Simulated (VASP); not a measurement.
# AlNi (P4/mmm) in VASP: single point with PBEsol

Aim: the single point of AlNi with PBEsol.

Program: VASP 6.6.1. These are calculated values, not measurements. Logs are shortened: lines on timing, memory, paths and dates and some standing lists are left out, and cuts for length are marked.

## Step 1: The cell of the first run

Symmetry: P4/mmm, No. 123, tetragonal system. Conventional cell: a = 2.858 Å, b = 2.858 Å, c = 2.869 Å, α = 90.00°, β = 90.00°, γ = 90.00°. Within 3.3 Å of Al (site symmetry 4/mmm) lie 8 Ni at 2.48 Å and 6 Al at 2.86 to 2.87 Å. Ni (site symmetry 4/mmm) has 8 Al at 2.48 Å and 6 Ni at 2.86 to 2.87 Å within 3.3 Å.

## Step 2: Single point, PBEsol

INCAR reads:

```
SYSTEM = AlNi
PREC = Accurate ; ENCUT = 600
EDIFF = 1E-6 ; ISMEAR = 0
SIGMA = 0.1 ; LREAL = .False.
LASPH = .True. ; NELM = 120
ALGO = Normal ; ISIF = 2
LWAVE = .False. ; LCHARG = .False.
GGA = PS ; NBANDS = 14
GGA_COMPAT = .False.
```

KPOINTS reads:

```
regular mesh
0
Gamma
  6 6 6
  0 0 0
```

POSCAR reads:

```
AlNi
1.0
    2.8582729301      0.0000000000      0.0000000000
    0.0000000000      2.8582729301      0.0000000000
    0.0000000000      0.0000000000      2.8690652163
Al Ni
1 1
Direct
    0.0000000000      0.0000000000      0.0000000000
    0.5000000000      0.5000000000      0.5000000000
```

Potentials or basis: VASP PAW PBE potentials, release 64 (Al, Ni).

Run with:

```console
> cat potpaw_PBE.64/Al/POTCAR potpaw_PBE.64/Ni/POTCAR > POTCAR
> mpirun -np 1 vasp_std > vasp.out
```

OUTCAR:

```text
SYSTEM = AlNi
   PREC = Accurate
   ENCUT = 600
   EDIFF = 1E-6
   ISMEAR = 0
   LREAL = .False.
   LASPH = .True.
   NELM = 120
   ISIF = 2
   GGA = PS

 ion  position               nearest neighbor table
   1  0.000  0.000  0.000-   2 2.48   2 2.48   2 2.48   2 2.48   2 2.48   2 2.48   2 2.48   2 2.48

   2  0.500  0.500  0.500-   1 2.48   1 2.48   1 2.48   1 2.48   1 2.48   1 2.48   1 2.48   1 2.48

  LATTYP: Found a simple tetragonal cell.
 ALAT       =     2.8582729301
 C/A-ratio  =     1.0037758067

  Lattice vectors:

 A1 = (   2.8582729301,   0.0000000000,   0.0000000000)
 A2 = (   0.0000000000,   2.8582729301,   0.0000000000)
 A3 = (   0.0000000000,   0.0000000000,   2.8690652163)

Analysis of symmetry for initial positions (statically):
=====================================================================
 Subroutine PRICEL returns:
 Original cell was already a primitive cell.

 Routine SETGRP: Setting up the symmetry group for a
 simple tetragonal supercell.

 Subroutine GETGRP returns: Found 16 space group operations
 (whereof 16 operations were pure point group operations)
 out of a pool of 16 trial point group operations.

The static configuration has the point symmetry D_4h.

Analysis of symmetry for dynamics (positions and initial velocities):
=====================================================================
 Subroutine PRICEL returns:
 Original cell was already a primitive cell.

 Routine SETGRP: Setting up the symmetry group for a
 simple tetragonal supercell.

 Subroutine GETGRP returns: Found 16 space group operations
 (whereof 16 operations were pure point group operations)
 out of a pool of 16 trial point group operations.

The dynamic configuration has the point symmetry D_4h.

 Subroutine INISYM returns: Found 16 space group operations
 (whereof 16 operations are pure point group operations),
 and found     1 'primitive' translations

----------------------------------------------------------------------------------------

                                     Primitive cell

  volume of cell :      23.4395

  direct lattice vectors                    reciprocal lattice vectors
     2.858272930  0.000000000  0.000000000     0.349861621  0.000000000  0.000000000
     0.000000000  2.858272930  0.000000000     0.000000000  0.349861621  0.000000000
     0.000000000  0.000000000  2.869065216     0.000000000  0.000000000  0.348545580

  length of vectors
     2.858272930  2.858272930  2.869065216     0.349861621  0.349861621  0.348545580

  position of ions in fractional coordinates (direct lattice)
     0.000000000  0.000000000  0.000000000
     0.500000000  0.500000000  0.500000000
[... 91 lines left out ...]
   EFERMI =   0.00;   METHOD = LEGACY
   ISMEAR =     0;   SIGMA  =   0.10  broadening in eV -4-tet -1-fermi 0-gaus
   EFERMI_NEDOS =   21; number of points for ismear=-14 and -15
   IALGO  =     38    algorithm
   IMIX   =      4    mixing-type and parameters
     AMIX     =   0.40;   BMIX     =  1.00
     AMIX_MAG =   1.60;   BMIX_MAG =  1.00
  volume/ion in A,a.u.               =      11.72        79.09
  Fermi-wavevector in a.u.,A,eV,Ry     =   1.345055  2.541785 24.615289  1.809173
  Thomas-Fermi vector in A             =   2.472999
   LORBIT       =      0    0 simple, 1 ext, 2 COOP (PROOUT), +10 PAW based schemes
   GGA     = PS    functional components
   LHFCALC =     F    Hartree Fock is set to
   AEXX    =    0.0000 exact exchange contribution
   IVDW    =     0    specifies the selected vdW correction
   LEPSILON=     F    determine dielectric tensor
   LRPA    =     F    only Hartree local field effects (RPA)
 non-spin polarized calculation
 Gauss-broadening in eV      SIGMA  =   0.10
  energy-cutoff  :      600.00
  volume of cell :       23.44
 maximum number of plane-waves:       804
 NGX is ok and might be reduce to    24
   NGX = 11   NGY = 11   NGZ = 11

 number of electron      13.0000010 magnetization

 Free energy of the ion-electron system (eV)
  ---------------------------------------------------
  ext. energy  EPLUGINS =         0.00000000
  ---------------------------------------------------
  free energy    TOTEN  =       -11.55971695 eV

  energy without entropy =      -11.55279941  energy(sigma->0) =      -11.55625818

 E-fermi :  10.2118     XC(G=0): -12.2642

 val. band max:       10.2109346717   @ k =   0.3333   0.1667   0.0000
 cond. band min:      10.4833629521   @ k =   0.1667   0.1667   0.3333
 fundamental gap:      0.2724282804
 Fermi energy:        10.2117996202

 k-point     1 :       0.0000    0.0000    0.0000
  band No.  band energies     occupation
      1      -1.1148      2.00000
      2       6.8109      2.00000
      3       6.8136      2.00000
      4       8.5567      2.00000
      5       8.5567      2.00000
      6       8.5635      2.00000
      7      15.6545      0.00000
      8      15.7911      0.00000
      9      15.7911      0.00000
     10      18.3554      0.00000
     11      18.3851      0.00000
     12      24.2516      0.00000
     13      31.2684      0.00000
     14      31.2986      0.00000
[... 377 lines left out ...]
      1       4.2513      2.00000
      2       5.1780      2.00000
      3       7.4305      2.00000
      4       7.5458      2.00000
      5       7.9672      2.00000
      6       8.1633      2.00000
      7       9.3657      2.00000
      8      13.2859      0.00000
      9      13.8313      0.00000
     10      22.1447      0.00000
     11      23.1773      0.00000
     12      23.4799      0.00000
     13      25.7133      0.00000
     14      26.8368      0.00000

 [... further k-points ...]

------------------------ aborting loop because EDIFF is reached ----------------------------------------

  FORCE on cell =-STRESS in cart. coord.  units (eV):
  Direction    XX          YY          ZZ          XY          YZ          ZX
  --------------------------------------------------------------------------------------
  -------------------------------------------------------------------------------------
  Total        0.0452361      0.0452361      0.0992716      0.0000000      0.0000000      0.0000000
  in kB        3.0920574      3.0920574      6.7855897      0.0000000      0.0000000      0.0000000
  external PRESSURE =       4.3232348 kB  Pullay stress =       0.0000000 kB

 VOLUME and BASIS-vectors are now :
 -----------------------------------------------------------------------------
  energy-cutoff  :      600.00
  volume of cell :       23.44
      direct lattice vectors                 reciprocal lattice vectors
     2.858272930  0.000000000  0.000000000     0.349861621  0.000000000  0.000000000
     0.000000000  2.858272930  0.000000000     0.000000000  0.349861621  0.000000000
     0.000000000  0.000000000  2.869065216     0.000000000  0.000000000  0.348545580

 POSITION                                       TOTAL-FORCE (eV/Angst)
 -----------------------------------------------------------------------------------
      0.00000      0.00000      0.00000         0.000000      0.000000      0.000000
      1.42914      1.42914      1.43453         0.000000      0.000000      0.000000
 -----------------------------------------------------------------------------------
    total drift:                                0.000000      0.000000     -0.000000

  FREE ENERGIE OF THE ION-ELECTRON SYSTEM (eV)
  ---------------------------------------------------
  free  energy   TOTEN  =       -11.5597169509 eV

  energy  without entropy=      -11.5527994067  energy(sigma->0) =      -11.55625818
```

OSZICAR:

```text
N       E                     dE             d eps       ncg     rms          rms(c)
DAV:   1     0.425085154263E+02    0.42509E+02   -0.59325E+03  1152   0.109E+03
DAV:   2    -0.112869576706E+02   -0.53795E+02   -0.48262E+02  1222   0.195E+02
DAV:   3    -0.132061990262E+02   -0.19192E+01   -0.18834E+01  1428   0.395E+01
DAV:   4    -0.132316494667E+02   -0.25450E-01   -0.25440E-01  1318   0.402E+00
DAV:   5    -0.132323713984E+02   -0.72193E-03   -0.72192E-03  1432   0.759E-01    0.128E+01
DAV:   6    -0.151964976431E+02   -0.19641E+01   -0.49673E+01  1288   0.100E+02    0.162E+01
DAV:   7    -0.115907609717E+02    0.36057E+01   -0.14595E+01  1318   0.591E+01    0.106E+00
DAV:   8    -0.115743566054E+02    0.16404E-01   -0.27731E-01  1392   0.567E+00    0.975E-01
DAV:   9    -0.115599936021E+02    0.14363E-01   -0.36796E-02  1416   0.243E+00    0.191E-01
DAV:  10    -0.115597241990E+02    0.26940E-03   -0.80872E-04  1424   0.358E-01    0.853E-02
DAV:  11    -0.115597171681E+02    0.70308E-05   -0.48910E-05  1606   0.875E-02    0.109E-02
DAV:  12    -0.115597169509E+02    0.21727E-06   -0.10148E-06   912   0.114E-02
   1 F= -.11559717E+02 E0= -.11556258E+02  d E =-.691754E-02
```

Wall time 9 s (1 thread of AMD EPYC 7R13 (Zen 3), shared host); peak memory 0.12 GiB.

Results:

| Quantity | Value |
| --- | --- |
| Free energy | -11.5597 eV |
| Pressure | 0.4 GPa |
| Band gap on the k mesh | zero (an odd number of electrons rules out a gap without spin polarisation) |

Levels at points of the mesh, in eV from the Fermi level:
| k point | band 3 | band 4 | band 5 | band 6 | band 7 | band 8 | band 9 | band 10 | band 11 | band 12 |
| --- | --- | --- | --- | --- | --- | --- | --- | --- | --- | --- |
| (0.00, 0.00, 0.00) | -3.40 | -1.66 | -1.66 | -1.65 | 5.44 | 5.58 | 5.58 | 8.14 | 8.17 | 14.04 |
| (0.50, 0.00, 0.00) | -2.91 | -2.39 | -2.37 | -1.56 | -0.72 | 8.28 | 9.96 | 10.09 | 10.99 | 11.10 |
| (0.50, 0.50, 0.00) | -2.96 | -2.96 | -2.21 | -2.21 | -1.11 | 1.46 | 2.56 | 12.40 | 15.18 | 15.18 |
| (0.00, 0.00, 0.50) | -2.92 | -2.37 | -2.37 | -1.56 | -0.74 | 8.28 | 10.07 | 10.07 | 11.06 | 11.06 |
| (0.50, 0.00, 0.50) | -3.00 | -2.98 | -2.20 | -2.19 | -1.11 | 1.42 | 2.52 | 12.50 | 15.25 | 15.28 |
| (0.50, 0.50, 0.50) | -4.26 | -1.08 | -1.08 | 1.91 | 1.91 | 1.91 | 3.86 | 4.49 | 4.49 | 4.53 |

Caveat: the k points lie up to 0.37 Å⁻¹ apart, too coarse for converged energies and pressures of a metal; the PAW data sets were made with another functional, which shifts forces and pressure a little. Spin polarisation is off, so any magnetic state and its effect on volume and gap are missing.
